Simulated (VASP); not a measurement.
# Al32H (a cell with a defect) in VASP: a series of runs

Runs on Al32H (a cell with a defect). Level: PBEsol. Tasks: single point.

All numbers are computed with VASP 6.6.1; they aren't measurements. Logs are shortened: lines on timing, memory, paths and dates and some standing lists are left out, and cuts for length are marked.

## (1) The cell of the first run

The cell holds a defect, 33 atoms: a = 8.100 Å, b = 8.100 Å, c = 8.100 Å, α = 90.00°, β = 90.00°, γ = 90.00°.

## (2) Single point, PBEsol

INCAR

```
PREC = Accurate
ENCUT = 400
EDIFF = 1E-6
ISMEAR = 0
SIGMA = 0.05
LREAL = Auto
LASPH = True
NELM = 120
ALGO = Normal
ISIF = 2
LWAVE = False
LCHARG = False
GGA = PS
NBANDS = 70
GGA_COMPAT = False
```

KPOINTS

```
Automatic mesh
0
Gamma
  3 3 3
```

POSCAR

```
Al32H
1.0
    8.1000000000      0.0000000000      0.0000000000
    0.0000000000      8.1000000000      0.0000000000
    0.0000000000      0.0000000000      8.1000000000
Al H
32 1
Direct
    0.5000000000      0.0000000000      0.0000000000
    0.7500000000      0.2500000000      0.0000000000
    0.7500000000      0.0000000000      0.2500000000
    0.0000000000      0.0000000000      0.0000000000
    0.2500000000      0.2500000000      0.0000000000
    0.5000000000      0.5000000000      0.0000000000
    0.7500000000      0.7500000000      0.0000000000
    0.2500000000      0.0000000000      0.2500000000
    0.5000000000      0.2500000000      0.2500000000
    0.7500000000      0.5000000000      0.2500000000
    0.5000000000      0.0000000000      0.5000000000
    0.7500000000      0.2500000000      0.5000000000
    0.7500000000      0.0000000000      0.7500000000
    0.0000000000      0.5000000000      0.0000000000
    0.2500000000      0.7500000000      0.0000000000
    0.0000000000      0.2500000000      0.2500000000
    0.2500000000      0.5000000000      0.2500000000
    0.5000000000      0.7500000000      0.2500000000
    0.0000000000      0.0000000000      0.5000000000
    0.2500000000      0.2500000000      0.5000000000
    0.5000000000      0.5000000000      0.5000000000
    0.7500000000      0.7500000000      0.5000000000
    0.2500000000      0.0000000000      0.7500000000
    0.5000000000      0.2500000000      0.7500000000
    0.7500000000      0.5000000000      0.7500000000
    0.0000000000      0.7500000000      0.2500000000
    0.0000000000      0.5000000000      0.5000000000
    0.2500000000      0.7500000000      0.5000000000
    0.0000000000      0.2500000000      0.7500000000
    0.2500000000      0.5000000000      0.7500000000
    0.5000000000      0.7500000000      0.7500000000
    0.0000000000      0.7500000000      0.7500000000
    0.2485207407      0.5092285185      0.0054723457
```

Potentials or basis: VASP PAW PBE potentials, release 64 (Al, H).

Started as:

```sh
> cat potpaw_PBE.64/Al/POTCAR potpaw_PBE.64/H/POTCAR > POTCAR
> mpirun -np 1 vasp_std > vasp.out
```

OUTCAR:

```text
PREC = Accurate
   ENCUT = 400
   EDIFF = 1E-6
   ISMEAR = 0
   LREAL = Auto
   LASPH = True
   NELM = 120
   ISIF = 2
   GGA = PS

 ion  position               nearest neighbor table
   1  0.500  0.000  0.000-   2 2.86   3 2.86   5 2.86   7 2.86   8 2.86   9 2.86  13 2.86  15 2.86
                            18 2.86  23 2.86  24 2.86  31 2.86
   2  0.750  0.250  0.000-   1 2.86   3 2.86   4 2.86   6 2.86   9 2.86  10 2.86  13 2.86  14 2.86
                            16 2.86  24 2.86  25 2.86  29 2.86
   3  0.750  0.000  0.250-   1 2.86   2 2.86   4 2.86   7 2.86   9 2.86  11 2.86  12 2.86  16 2.86
                            18 2.86  19 2.86  22 2.86  26 2.86
   4  0.000  0.000  0.000-   2 2.86   3 2.86   5 2.86   7 2.86   8 2.86  13 2.86  15 2.86  16 2.86
                            23 2.86  26 2.86  29 2.86  32 2.86
   5  0.250  0.250  0.000-  33 2.10   4 2.86   6 2.86   8 2.86   9 2.86  14 2.86  16 2.86  17 2.86
                            23 2.86  24 2.86  29 2.86  30 2.86   1 2.86
   6  0.500  0.500  0.000-  33 2.04   5 2.86   7 2.86   9 2.86  10 2.86  15 2.86  17 2.86  18 2.86
                            24 2.86  25 2.86  30 2.86  31 2.86   2 2.86
   7  0.750  0.750  0.000-   1 2.86   3 2.86   4 2.86   6 2.86  10 2.86  13 2.86  14 2.86  18 2.86
                            25 2.86  26 2.86  31 2.86  32 2.86
   8  0.250  0.000  0.250-   1 2.86   4 2.86   5 2.86   9 2.86  11 2.86  15 2.86  16 2.86  18 2.86
                            19 2.86  20 2.86  26 2.86  28 2.86
   9  0.500  0.250  0.250-   1 2.86   2 2.86   3 2.86   5 2.86   6 2.86   8 2.86  10 2.86  11 2.86
[... 32 lines left out ...]
                            27 2.86  29 2.86  31 2.86  32 2.86
  26  0.000  0.750  0.250-   3 2.86   4 2.86   7 2.86   8 2.86  10 2.86  14 2.86  15 2.86  17 2.86
                            19 2.86  22 2.86  27 2.86  28 2.86
  27  0.000  0.500  0.500-  10 2.86  12 2.86  16 2.86  17 2.86  20 2.86  22 2.86  25 2.86  26 2.86
                            28 2.86  29 2.86  30 2.86  32 2.86
  28  0.250  0.750  0.500-   8 2.86  11 2.86  17 2.86  18 2.86  19 2.86  21 2.86  23 2.86  26 2.86
                            27 2.86  30 2.86  31 2.86  32 2.86
  29  0.000  0.250  0.750-   2 2.86   4 2.86   5 2.86  12 2.86  13 2.86  14 2.86  19 2.86  20 2.86
                            23 2.86  25 2.86  27 2.86  30 2.86
  30  0.250  0.500  0.750-  33 2.07   6 2.86  14 2.86  15 2.86  20 2.86  21 2.86  24 2.86  27 2.86
                            28 2.86  29 2.86  31 2.86  32 2.86   5 2.86
  31  0.500  0.750  0.750-   1 2.86   6 2.86   7 2.86  11 2.86  13 2.86  15 2.86  21 2.86  22 2.86
                            23 2.86  25 2.86  28 2.86  30 2.86
  32  0.000  0.750  0.750-   4 2.86   7 2.86  13 2.86  14 2.86  15 2.86  19 2.86  22 2.86  23 2.86
                            25 2.86  27 2.86  28 2.86  30 2.86
  33  0.249  0.509  0.005-  15 1.95  17 1.98  14 2.01   6 2.04  30 2.07   5 2.10

  LATTYP: Found a simple cubic cell.
 ALAT       =     8.1000000000

  Lattice vectors:

 A1 = (   8.1000000000,   0.0000000000,   0.0000000000)
 A2 = (   0.0000000000,   8.1000000000,   0.0000000000)
 A3 = (   0.0000000000,   0.0000000000,   8.1000000000)

Analysis of symmetry for initial positions (statically):
[... 194 lines left out ...]
   IMIX   =      4    mixing-type and parameters
     AMIX     =   0.40;   BMIX     =  1.00
     AMIX_MAG =   1.60;   BMIX_MAG =  1.00
  volume/ion in A,a.u.               =      16.10       108.68
  Fermi-wavevector in a.u.,A,eV,Ry     =   0.928639  1.754874 11.733269  0.862371
  Thomas-Fermi vector in A             =   2.054837
   LORBIT       =      0    0 simple, 1 ext, 2 COOP (PROOUT), +10 PAW based schemes
   GGA     = PS    functional components
   LHFCALC =     F    Hartree Fock is set to
   AEXX    =    0.0000 exact exchange contribution
   IVDW    =     0    specifies the selected vdW correction
   LEPSILON=     F    determine dielectric tensor
   LRPA    =     F    only Hartree local field effects (RPA)
 non-spin polarized calculation
 Gauss-broadening in eV      SIGMA  =   0.05
  energy-cutoff  :      400.00
  volume of cell :      531.44
 maximum number of plane-waves:      9771
 NGX is ok and might be reduce to    54
   NGX = 27   NGY = 27   NGZ = 27

 number of electron      97.0000006 magnetization

 Free energy of the ion-electron system (eV)
  ---------------------------------------------------
  ext. energy  EPLUGINS =         0.00000000
  ---------------------------------------------------
  free energy    TOTEN  =      -134.26153026 eV

  energy without entropy =     -134.25838307  energy(sigma->0) =     -134.25995666

 E-fermi :   7.7483     XC(G=0): -10.2559

 val. band max:        7.6798553524   @ k =  -0.3333   0.3333   0.3333
 cond. band min:       7.9391926650   @ k =   0.3333   0.0000   0.0000
 fundamental gap:      0.2593373127
 Fermi energy:         7.7483149129

 k-point     1 :       0.0000    0.0000    0.0000
  band No.  band energies     occupation
      1      -3.4045      2.00000
      2      -1.9330      2.00000
      3      -0.9433      2.00000
      4      -0.9433      2.00000
      5      -0.9432      2.00000
      6      -0.9281      2.00000
[... 871 lines left out ...]
     59       9.7362      0.00000
     60       9.7363      0.00000
 [bands above 60 left out]

------------------------ aborting loop because EDIFF is reached ----------------------------------------

  FORCE on cell =-STRESS in cart. coord.  units (eV):
  Direction    XX          YY          ZZ          XY          YZ          ZX
  --------------------------------------------------------------------------------------
  -------------------------------------------------------------------------------------
  Total       -4.2518041     -4.1965533     -4.2334042      0.0030178     -0.0112483      0.0017417
  in kB      -12.8182509    -12.6516821    -12.7627793      0.0090979     -0.0339113      0.0052508
  external PRESSURE =     -12.7442374 kB  Pullay stress =       0.0000000 kB

 VOLUME and BASIS-vectors are now :
 -----------------------------------------------------------------------------
  energy-cutoff  :      400.00
  volume of cell :      531.44
      direct lattice vectors                 reciprocal lattice vectors
     8.100000000  0.000000000  0.000000000     0.123456790  0.000000000  0.000000000
     0.000000000  8.100000000  0.000000000     0.000000000  0.123456790  0.000000000
     0.000000000  0.000000000  8.100000000     0.000000000  0.000000000  0.123456790

 POSITION                                       TOTAL-FORCE (eV/Angst)
 -----------------------------------------------------------------------------------
      4.05000      0.00000      0.00000         0.008217     -0.001130     -0.001684
      6.07500      2.02500      0.00000         0.000018     -0.007792     -0.001290
      6.07500      0.00000      2.02500        -0.000005      0.000049      0.024442
      0.00000      0.00000      0.00000        -0.008381     -0.001532     -0.001847
      2.02500      2.02500      0.00000         0.002139     -0.325681     -0.007888
      4.05000      4.05000      0.00000         0.359060     -0.015332     -0.009138
[... 25 lines left out ...]
      0.00000      6.07500      6.07500         0.005645     -0.003416      0.008167
      2.01302      4.12475      0.04433         0.011211     -0.078021     -0.043264
 -----------------------------------------------------------------------------------
    total drift:                               -0.000047      0.000056     -0.000069

  FREE ENERGIE OF THE ION-ELECTRON SYSTEM (eV)
  ---------------------------------------------------
  free  energy   TOTEN  =      -134.2615302568 eV

  energy  without entropy=     -134.2583830717  energy(sigma->0) =     -134.25995666
```

Run time: 13 min. Hardware: 1 thread of Oxide Virtual Turin-like, shared host; peak memory 0.46 GiB.

What came out:

| Quantity | Value |
| --- | --- |
| Free energy | -134.2615 eV |
| Pressure | -1.3 GPa |
| Largest force | 0.445 eV/Å |
| Band gap on the k mesh | zero (an odd number of electrons rules out a gap without spin polarisation) |

Forces in eV/Å, atoms in the order of the input:
```
Al   0.008 -0.001 -0.002
Al   0.000 -0.008 -0.001
Al   0.000  0.000  0.024
Al  -0.008 -0.002 -0.002
Al   0.002 -0.326 -0.008
Al   0.359 -0.015 -0.009
Al   0.000  0.009 -0.002
Al   0.001 -0.002  0.009
Al  -0.008  0.011 -0.005
Al   0.000 -0.004  0.009
Al   0.023  0.000  0.000
Al   0.000 -0.021  0.000
Al   0.000  0.000 -0.022
Al  -0.377 -0.016 -0.010
Al   0.003  0.444 -0.012
Al   0.007  0.011 -0.005
Al   0.003 -0.018  0.408
Al  -0.005 -0.002 -0.003
Al  -0.023  0.000  0.000
Al   0.000 -0.008  0.000
Al   0.008 -0.003 -0.001
Al   0.000  0.026  0.000
Al   0.000 -0.001 -0.008
Al  -0.008  0.011  0.009
Al   0.000 -0.003 -0.008
Al   0.003 -0.001 -0.002
Al  -0.009 -0.003 -0.001
Al   0.001  0.009 -0.002
Al   0.007  0.011  0.009
Al   0.002 -0.014 -0.340
Al  -0.007 -0.004  0.009
Al   0.006 -0.003  0.008
H    0.011 -0.078 -0.043
```

Caveat: the PAW data sets were made with another functional, which shifts forces and pressure a little.

[end of part 1 of 3]

The gap in the log of VASP goes by the Fermi energy; the results here count the filled bands.